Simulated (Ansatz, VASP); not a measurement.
# Two plane-wave programs on ZrB

```
Zr B
1.0
     0.00000    2.32500    2.32500
     2.32500    0.00000    2.32500
     2.32500    2.32500    0.00000
Zr B
1 1
Direct
  0.94624 0.05376 0.94624
  0.50000 0.50000 0.50000
```

Change from the starting cell: all Zr atoms moved -0.250 Å, as atom 1 along Cartesian [0 1 0].

Alike in both runs: task single point; functional PBE; k mesh 18 × 18 × 18; occupations gaussian, width 0.15 eV; no spin polarisation.

|  | VASP | Ansatz |
| --- | --- | --- |
| version | VASP 6.6.1 | Ansatz 0.2.0 |
| potentials or method | VASP PAW PBE potentials, release 64 (Zr_sv, B), cutoff 520 eV | scalar-relativistic, plane waves, PAW |
| valence electrons in the cell | 15 | 15 |

```tsv
	VASP	Ansatz	Ansatz less VASP
gap on the k mesh at the Fermi level (eV)	none	none	-
rms of the force components (eV/Å)	1.805	1.799	-0.0058
```

Atom by atom the forces differ by 0.006 eV/Å (rms over components). A gap of «none» marks a metal or a gap that the smearing closes.
